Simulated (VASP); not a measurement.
# Ge (P4_32_12) in VASP: further runs

Ge is run at these levels: PBEsol; tasks: single point.

Everything below comes from runs of VASP 6.6.1. Logs are shortened: lines on timing, memory, paths and dates and some standing lists are left out, and cuts for length are marked.

**What was measured.**

From “Properties of the exotic metastable ST12 germanium allotrope”, 2017, pmc:5216117, for a powder of Ge: band gap 0.74 ± 0.02 eV (optical).

The results are compared with them further down.

## (1) The cell of the first run

It takes space group P4_32_12 (No. 96, tetragonal). Conventional cell: a = 5.905 Å, b = 5.905 Å, c = 6.995 Å, α = 90.00°, β = 90.00°, γ = 90.00°. Within 3.3 Å of Ge (site symmetry 2) lie 4 Ge at 2.48 to 2.51 Å. Within 3.3 Å of Ge (site symmetry 1) lie 4 Ge at 2.48 to 2.51 Å.

## (2) Single point, PBEsol

File INCAR:

```
ALGO     = Normal         # electronic algorithm
EDIFF    = 1E-6           # SCF threshold, eV
ENCUT    = 520            # plane-wave cutoff, eV
GGA      = PS             # functional
ISIF     = 2              # what is computed and relaxed
ISMEAR   = -1             # smearing method
LASPH    = True           # aspherical terms in the spheres
LCHARG   = False          # write CHGCAR
LREAL    = False          # projectors in reciprocal space
LWAVE    = False          # write WAVECAR
NBANDS   = 96             # bands
NELM     = 60             # most SCF steps
PREC     = Accurate       # precision mode
SIGMA    = 0.05           # smearing width, eV
```

File KPOINTS:

```
k-points
0
Gamma
  5 5 5
```

File POSCAR:

```
Ge
1.0
    5.9045867483      0.0000000000      0.0000000000
    0.0000000000      5.9045867483      0.0000000000
    0.0000000000      0.0000000000      6.9951377711
Ge
12
Direct
    0.0897519892      0.0897519892      0.0000000000
    0.4102480108      0.5897519892      0.7500000000
    0.9102480108      0.9102480108      0.5000000000
    0.5897519892      0.4102480108      0.2500000000
    0.1723562989      0.3707602286      0.2596552106
    0.1292397714      0.6723562989      0.0096552106
    0.8276437011      0.6292397714      0.7596552106
    0.8707602286      0.3276437011      0.5096552106
    0.6723562989      0.1292397714      0.9903447894
    0.6292397714      0.8276437011      0.2403447894
    0.3276437011      0.8707602286      0.4903447894
    0.3707602286      0.1723562989      0.7403447894
```

Potentials or basis: VASP PAW PBE potentials, release 64 (Ge_d).

Command:

```console
cat potpaw_PBE.64/Ge_d/POTCAR > POTCAR
mpirun -np 1 vasp_std > vasp.out
```

OUTCAR:

```text
EDIFF = 1E-6
   ENCUT = 520
   GGA = PS
   ISIF = 2
   ISMEAR = -1
   LASPH = True
   LREAL = False
   NELM = 60
   PREC = Accurate

 ion  position               nearest neighbor table
   1  0.090  0.090  0.000-   6 2.48   9 2.48   5 2.51  12 2.51
   2  0.410  0.590  0.750-   7 2.48  12 2.48  11 2.51   6 2.51
   3  0.910  0.910  0.500-   8 2.48  11 2.48  10 2.51   7 2.51
   4  0.590  0.410  0.250-   5 2.48  10 2.48   9 2.51   8 2.51
   5  0.172  0.371  0.260-   4 2.48   1 2.51   6 2.51   8 2.51
   6  0.129  0.672  0.010-   1 2.48   2 2.51   5 2.51   7 2.51
   7  0.828  0.629  0.760-   2 2.48   3 2.51   6 2.51   8 2.51
   8  0.871  0.328  0.510-   3 2.48   4 2.51   5 2.51   7 2.51
   9  0.672  0.129  0.990-   1 2.48   4 2.51  10 2.51  12 2.51
  10  0.629  0.828  0.240-   4 2.48   3 2.51   9 2.51  11 2.51
  11  0.328  0.871  0.490-   3 2.48   2 2.51  10 2.51  12 2.51
  12  0.371  0.172  0.740-   2 2.48   1 2.51   9 2.51  11 2.51

  LATTYP: Found a simple tetragonal cell.
 ALAT       =     5.9045867483
 C/A-ratio  =     1.1846955713

  Lattice vectors:

 A1 = (   5.9045867483,   0.0000000000,   0.0000000000)
 A2 = (   0.0000000000,   5.9045867483,   0.0000000000)
 A3 = (   0.0000000000,   0.0000000000,   6.9951377711)

Analysis of symmetry for initial positions (statically):
=====================================================================
 Subroutine PRICEL returns:
 Original cell was already a primitive cell.

 Routine SETGRP: Setting up the symmetry group for a
 simple tetragonal supercell.

 Subroutine GETGRP returns: Found  8 space group operations
 (whereof  2 operations were pure point group operations)
 out of a pool of 16 trial point group operations.

The static configuration has the point symmetry C_2 .
 The point group associated with its full space group is D_4 .

Analysis of symmetry for dynamics (positions and initial velocities):
=====================================================================
 Subroutine PRICEL returns:
 Original cell was already a primitive cell.

 Routine SETGRP: Setting up the symmetry group for a
 simple tetragonal supercell.

 Subroutine GETGRP returns: Found  8 space group operations
 (whereof  2 operations were pure point group operations)
 out of a pool of 16 trial point group operations.

The dynamic configuration has the point symmetry C_2 .
 The point group associated with its full space group is D_4 .

 Subroutine INISYM returns: Found  8 space group operations
 (whereof  2 operations are pure point group operations),
 and found     1 'primitive' translations

----------------------------------------------------------------------------------------

                                     Primitive cell

  volume of cell :     243.8795

  direct lattice vectors                    reciprocal lattice vectors
     5.904586748  0.000000000  0.000000000     0.169359863  0.000000000  0.000000000
     0.000000000  5.904586748  0.000000000     0.000000000  0.169359863  0.000000000
     0.000000000  0.000000000  6.995137771     0.000000000  0.000000000  0.142956441

  length of vectors
     5.904586748  5.904586748  6.995137771     0.169359863  0.169359863  0.142956441

  position of ions in fractional coordinates (direct lattice)
     0.089751989  0.089751989  0.000000000
     0.410248011  0.589751989  0.750000000
     0.910248011  0.910248011  0.500000000
     0.589751989  0.410248011  0.250000000
     0.172356299  0.370760229  0.259655211
     0.129239771  0.672356299  0.009655211
     0.827643701  0.629239771  0.759655211
     0.870760229  0.327643701  0.509655211
     0.672356299  0.129239771  0.990344789
     0.629239771  0.827643701  0.240344789
     0.327643701  0.870760229  0.490344789
     0.370760229  0.172356299  0.740344789

  ion indices of the primitive-cell ions
   primitive index   ion index
                 1           1
                 2           2
                 3           3
                 4           4
                 5           5
                 6           6
                 7           7
                 8           8
                 9           9
                10          10
                11          11
                12          12

----------------------------------------------------------------------------------------

 KPOINTS: k-points

Automatic generation of k-mesh.
 Grid dimensions read from file:
 generate k-points for:    5    5    5

 Generating k-lattice:

  Cartesian coordinates                     Fractional coordinates (reciprocal lattice)
     0.033871973  0.000000000  0.000000000     0.200000000  0.000000000  0.000000000
     0.000000000  0.033871973  0.000000000     0.000000000  0.200000000  0.000000000
     0.000000000  0.000000000  0.028591288     0.000000000  0.000000000  0.200000000

  Length of vectors
     0.033871973  0.033871973  0.028591288

  Shift w.r.t. Gamma in fractional coordinates (k-lattice)
     0.000000000  0.000000000  0.000000000

 Subroutine IBZKPT returns following result:
 ===========================================

 Found     18 irreducible k-points:

 Following reciprocal coordinates:
            Coordinates               Weight
  0.000000  0.000000  0.000000      1.000000
  0.200000  0.000000  0.000000      4.000000
  0.400000  0.000000  0.000000      4.000000
  0.200000  0.200000  0.000000      4.000000
  0.400000  0.200000  0.000000      8.000000
  0.400000  0.400000  0.000000      4.000000
[... 10 lines left out ...]
  0.400000  0.200000  0.400000     16.000000
  0.400000  0.400000  0.400000      8.000000
   k-points           NKPTS =     18   k-points in BZ     NKDIM =     18   number of bands    NBANDS=     96
   number of dos      NEDOS =    301   number of ions     NIONS =     12
   total plane-waves  NPLWV = 124416
   dimension x,y,z NGX =    48 NGY =   48 NGZ =   54
   dimension x,y,z NGXF=    96 NGYF=   96 NGZF=  108
   ions per type =              12
   NGX,Y,Z   is equivalent  to a cutoff of  13.51, 13.51, 12.83 a.u.
   NGXF,Y,Z  is equivalent  to a cutoff of  27.03, 27.03, 25.67 a.u.
 SYSTEM =  unknown system
   PREC   = accura    normal or accurate (medium, high low for compatibility)
   ISTART =      0    job   : 0-new  1-cont  2-samecut
   ICHARG =      2    charge: 1-file 2-atom 10-const
   ISPIN  =      1    spin polarized calculation?
   LNONCOLLINEAR =      F non collinear calculations
   LSORBIT =      F    spin-orbit coupling
   LASPH  =      T    aspherical Exc in radial PAW
   ENCUT  =  520.0 eV  38.22 Ry    6.18 a.u.  10.98 10.98 13.01*2*pi/ulx,y,z
   NELM   =     60;   NELMIN=  2; NELMDL= -5     # of ELM steps
   EDIFF  = 0.1E-05   stopping-criterion for ELM
   LREAL  =      F    real-space projection
   EDIFFG = 0.1E-04   stopping-criterion for IOM
   NSW    =      0    number of steps for IOM
   IBRION =     -1    ionic relax: 0-MD 1-quasi-New 2-CG
   NFREE  =      0    steps in history (QN), initial steepest desc. (CG)
   ISIF   =      2    stress and relaxation
   ISYM   =      2    0-nonsym 1-usesym 2-fastsym
   POTIM  = 0.5000    time-step for ionic-motion
   TEBEG  =    0.0;   TEEND  =   0.0 temperature during run
   PSTRESS=    0.0 pullay stress
   NELECT =     168.0000    total number of electrons
   NUPDOWN=      -1.0000    fix difference up-down
   EMIN   =  10.00;   EMAX   =-10.00  energy-range for DOS
   EFERMI =   0.00;   METHOD = LEGACY
   ISMEAR =    -1;   SIGMA  =   0.05  broadening in eV -4-tet -1-fermi 0-gaus
   EFERMI_NEDOS =   21; number of points for ismear=-14 and -15
   IALGO  =     38    algorithm
   IMIX   =      4    mixing-type and parameters
     AMIX     =   0.40;   BMIX     =  1.00
     AMIX_MAG =   1.60;   BMIX_MAG =  1.00
  volume/ion in A,a.u.               =      20.32       137.15
  Fermi-wavevector in a.u.,A,eV,Ry     =   1.445838  2.732237 28.442247  2.090446
  Thomas-Fermi vector in A             =   2.563974
   LORBIT       =      0    0 simple, 1 ext, 2 COOP (PROOUT), +10 PAW based schemes
   GGA     = PS    functional components
   LHFCALC =     F    Hartree Fock is set to
   AEXX    =    0.0000 exact exchange contribution
   IVDW    =     0    specifies the selected vdW correction
   LEPSILON=     F    determine dielectric tensor
   LRPA    =     F    only Hartree local field effects (RPA)
 non-spin polarized calculation
  energy-cutoff  :      520.00
  volume of cell :      243.88
 maximum number of plane-waves:      6589
 NGX is ok and might be reduce to    48
   NGX = 21   NGY = 21   NGZ = 27

 number of electron     167.9999950 magnetization

 Free energy of the ion-electron system (eV)
  ---------------------------------------------------
  ext. energy  EPLUGINS =         0.00000000
  ---------------------------------------------------
  free energy    TOTEN  =       -57.87036035 eV

  energy without entropy =      -57.87015759  energy(sigma->0) =      -57.87025897

 E-fermi :   5.5565     XC(G=0): -10.8586

 val. band max:        5.2147267346   @ k =   0.4000   0.4000   0.0000
 cond. band min:       5.8812982802   @ k =   0.4000   0.0000   0.4000
 fundamental gap:      0.6665715456
 Fermi energy:         5.5565388716

 k-point     1 :       0.0000    0.0000    0.0000
  band No.  band energies     occupation
      1     -19.0251      2.00000
      2     -18.9991      2.00000
      3     -18.9991      2.00000
      4     -18.9816      2.00000
      5     -18.9808      2.00000
      6     -18.9808      2.00000
[... 88 lines left out ...]
     95      10.0327      0.00000
     96      10.0327      0.00000

 k-point     2 :       0.2000    0.0000    0.0000
  band No.  band energies     occupation
      1     -19.0204      2.00000
      2     -19.0007      2.00000
      3     -18.9961      2.00000
      4     -18.9854      2.00000
      5     -18.9808      2.00000
      6     -18.9806      2.00000
[... 1573 lines left out ...]
     95       9.2601      0.00000
     96       9.4270      0.00000

 k-point    18 :       0.4000    0.4000    0.4000
  band No.  band energies     occupation
      1     -19.0052      2.00000
      2     -19.0030      2.00000
      3     -19.0026      2.00000
      4     -18.9996      2.00000
      5     -18.9745      2.00000
      6     -18.9738      2.00000
[... 88 lines left out ...]
     95       8.7305      0.00000
     96       9.4644      0.00000

------------------------ aborting loop because EDIFF is reached ----------------------------------------

  FORCE on cell =-STRESS in cart. coord.  units (eV):
  Direction    XX          YY          ZZ          XY          YZ          ZX
  --------------------------------------------------------------------------------------
  -------------------------------------------------------------------------------------
  Total        0.7576322      0.7576322     -1.5150566      0.0000000      0.0000000     -0.0000000
  in kB        4.9772987      4.9772987     -9.9532327      0.0000000      0.0000000     -0.0000000
  external PRESSURE =       0.0004549 kB  Pullay stress =       0.0000000 kB

 VOLUME and BASIS-vectors are now :
 -----------------------------------------------------------------------------
  energy-cutoff  :      520.00
  volume of cell :      243.88
      direct lattice vectors                 reciprocal lattice vectors
     5.904586748  0.000000000  0.000000000     0.169359863  0.000000000  0.000000000
     0.000000000  5.904586748  0.000000000     0.000000000  0.169359863  0.000000000
     0.000000000  0.000000000  6.995137771     0.000000000  0.000000000  0.142956441

 POSITION                                       TOTAL-FORCE (eV/Angst)
 -----------------------------------------------------------------------------------
      0.52995      0.52995      0.00000         0.041531      0.041531     -0.000000
      2.42234      3.48224      5.24635        -0.041531      0.041531     -0.000000
      5.37464      5.37464      3.49757        -0.041531     -0.041531     -0.000000
      3.48224      2.42234      1.74878         0.041531     -0.041531     -0.000000
      1.01769      2.18919      1.81632        -0.006549     -0.069892     -0.074079
      0.76311      3.96999      0.06754         0.069892     -0.006549     -0.074079
      4.88689      3.71540      5.31389         0.006549      0.069892     -0.074079
      5.14148      1.93460      3.56511        -0.069892      0.006549     -0.074079
      3.96999      0.76311      6.92760        -0.006549      0.069892      0.074079
      3.71540      4.88689      1.68124         0.069892      0.006549      0.074079
      1.93460      5.14148      3.43003         0.006549     -0.069892      0.074079
      2.18919      1.01769      5.17881        -0.069892     -0.006549      0.074079
 -----------------------------------------------------------------------------------
    total drift:                               -0.000000      0.000000      0.000000

  FREE ENERGIE OF THE ION-ELECTRON SYSTEM (eV)
  ---------------------------------------------------
  free  energy   TOTEN  =       -57.8703603504 eV

  energy  without entropy=      -57.8701575893  energy(sigma->0) =      -57.87025897
```

Wall time 8.2 min (1 thread of Intel Xeon Platinum 8259CL at 2.50GHz (Skylake/Cascade Lake), shared host); peak memory 0.48 GiB.

Results:

| Item | Value |
| --- | --- |
| Free energy | -57.8704 eV |
| Pressure | 0.0 GPa |
| Largest force | 0.102 eV/Å |
| Band gap on the k mesh | 0.67 eV (least direct gap 0.74 eV) |

Forces on the atoms (eV/Å):
```
Ge   0.042  0.042  0.000
Ge  -0.042  0.042  0.000
Ge  -0.042 -0.042  0.000
Ge   0.042 -0.042  0.000
Ge  -0.007 -0.070 -0.074
Ge   0.070 -0.007 -0.074
Ge   0.007  0.070 -0.074
Ge  -0.070  0.007 -0.074
Ge  -0.007  0.070  0.074
Ge   0.070  0.007  0.074
Ge   0.007 -0.070  0.074
Ge  -0.070 -0.007  0.074
```

Caveat: the PAW data sets were made with another functional, which shifts forces and pressure a little; an odd mesh through Γ misses points on the zone boundary, where band edges can lie.

## (3) Single point, PBEsol

File INCAR:

```
PREC     = Accurate       # precision mode
ENCUT    = 520            # plane-wave cutoff, eV
EDIFF    = 1E-6           # SCF threshold, eV
ISMEAR   = -1             # smearing method
SIGMA    = 0.05           # smearing width, eV
LREAL    = F              # projectors in reciprocal space
LASPH    = T              # aspherical terms in the spheres
NELM     = 80             # most SCF steps
ALGO     = Normal         # electronic algorithm
ISIF     = 2              # what is computed and relaxed
LWAVE    = F              # write WAVECAR
LCHARG   = T              # write CHGCAR
GGA      = PS             # functional
LELF     = T              # ELF
LVHAR    = T            
NBANDS   = 96             # bands
```

File KPOINTS:

```
Automatic mesh
0
Gamma
  3 3 3
```

POSCAR is that of step 2.

Potentials or basis: VASP PAW PBE potentials, release 64 (Ge_d).

Command:

```console
cat potpaw_PBE.64/Ge_d/POTCAR > POTCAR
mpirun -np 1 vasp_std > vasp.out
```

It took 2.4 min on 1 thread of Intel Xeon Platinum 8488C (Sapphire Rapids), shared host; peak memory 0.37 GiB.

It converged, with:

```yaml
Free_energy: -57.8751 eV
Pressure: 0.0 GPa
Largest_force: 0.006 eV/Å
Band_gap_on_the_k_mesh: 0.48 eV
```

Forces in eV/Å, atoms in the order of the input:
```
Ge   0.002  0.002  0.000
Ge  -0.002  0.002  0.000
Ge  -0.002 -0.002  0.000
Ge   0.002 -0.002  0.000
Ge   0.004 -0.003 -0.004
Ge   0.003  0.004 -0.004
Ge  -0.004  0.003 -0.004
Ge  -0.003 -0.004 -0.004
Ge   0.004  0.003  0.004
Ge   0.003 -0.004  0.004
Ge  -0.004 -0.003  0.004
Ge  -0.003  0.004  0.004
```

Levels at points of the mesh, in eV from the valence-band top:
| k point | band 80 | band 81 | band 82 | band 83 | band 84 | band 85 | band 86 | band 87 | band 88 | band 89 |
| --- | --- | --- | --- | --- | --- | --- | --- | --- | --- | --- |
| (0.00, 0.00, 0.00) | -1.77 | -1.05 | -1.00 | -1.00 | -0.28 | 1.35 | 1.66 | 1.66 | 2.46 | 3.08 |

Caveat: the PAW data sets were made with another functional, which shifts forces and pressure a little; an odd mesh through Γ misses points on the zone boundary, where band edges can lie.

## (4) Against experiment

Step 3. A measured gap of Ge is 0.74 eV (optical; powder; “Properties of the exotic metastable ST12 germanium allotrope”, 2017, pmc:5216117); the calculated 0.48 eV misses it by -0.26 eV. Spin-orbit coupling on Ge is left out. The value is that of PBEsol on a finite k mesh, which can miss the band edges, without temperature or zero-point motion. Semilocal functionals fall short of measured gaps as a rule.
